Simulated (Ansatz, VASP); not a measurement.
## Cs in VASP and in Ansatz

```xyz
4
Lattice="5.5193 0.0000 0.0000 0.0000 10.0517 0.0000 0.0000 0.0000 8.9881" Properties=species:S:1:pos:R:3 pbc="T T T"
Cs    4.0804    3.9678    6.7411
Cs    1.4389    6.0838    2.2470
Cs    4.0804    1.0580    2.2470
Cs    1.4389    8.9937    6.7411
```

Alike in both runs: task electric field gradients; functional PBE; k mesh 5 × 3 × 3; occupations fermi-dirac, width 0.05 eV; no spin polarisation.

|  | VASP | Ansatz |
| --- | --- | --- |
| version | VASP 6.6.1 | Ansatz 0.2.0 |
| potentials or method | VASP PAW PBE potentials, release 64 (Cs_sv) | plane-wave PAW, scalar-relativistic |
| plane-wave cutoff (eV) | 520 | 420 |
| valence electrons in the cell | 36 | 36 |

```csv
,VASP,Ansatz,Ansatz less VASP
pressure (GPa),-0.1,-0.1,+0.01
"traceless stress, the component that is largest in VASP (GPa)",0.07,0.07,0.000
rms of the force components (eV/Å),0.012,0.012,0.0000
size of Vzz on the site where it differs most (V/Å²),0.8,0.8,0.00
```

Atom by atom the forces differ by 0.000 eV/Å (rms over components).

Spin-orbit coupling is off throughout.
